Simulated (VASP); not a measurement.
Input of a VASP 6.6.1 run:

Contents of INCAR:

```
PREC     = Accurate       # precision mode
ENCUT    = 520            # plane-wave cutoff, eV
EDIFF    = 1E-7           # SCF threshold, eV
ISMEAR   = 0              # smearing method
SIGMA    = 0.05           # smearing width, eV
LREAL    = False          # projectors in reciprocal space
LASPH    = True           # aspherical terms in the spheres
NELM     = 100            # most SCF steps
ALGO     = Normal         # electronic algorithm
ISIF     = 2              # what is computed and relaxed
LWAVE    = False          # write WAVECAR
LCHARG   = False          # write CHGCAR
GGA      = PS             # functional
NBANDS   = 12             # bands
```

Contents of KPOINTS:

```
Automatic mesh
0
Gamma
  10 10 10
```

Contents of POSCAR:

```
LiF
1.0
    0.0000000000      2.0140000000      2.0140000000
    2.0140000000      0.0000000000      2.0140000000
    2.0140000000      2.0140000000      0.0000000000
Li F
1 1
Direct
   -0.0087773930      0.0000000000      0.0000000000
    0.5000000000      0.5000000000      0.5000000000
```

Potentials or basis: VASP PAW PBE potentials, release 64 (Li_sv, F).

Command:

```sh
$ cat potpaw_PBE.64/Li_sv/POTCAR potpaw_PBE.64/F/POTCAR > POTCAR
$ mpirun -np 1 vasp_std > vasp.out
```

**Question.** What does it give for the largest force?

**Answer.** 0.042 eV/Å.

**Question.** What does it give for the band gap on the k mesh?

**Answer.** 8.91 eV, direct.

Forces in eV/Å, atoms in the order of the input:
```
Li   0.000  0.030  0.030
F    0.000 -0.030 -0.030
```

Caveat: the cell differs from its parent crystal (all Li atoms moved +0.025 Å, as atom 1 towards its neighbour atom 1 (Li) at 2.848 Å); the PAW data sets were made with another functional, which shifts forces and pressure a little. A k mesh can miss the band edges.
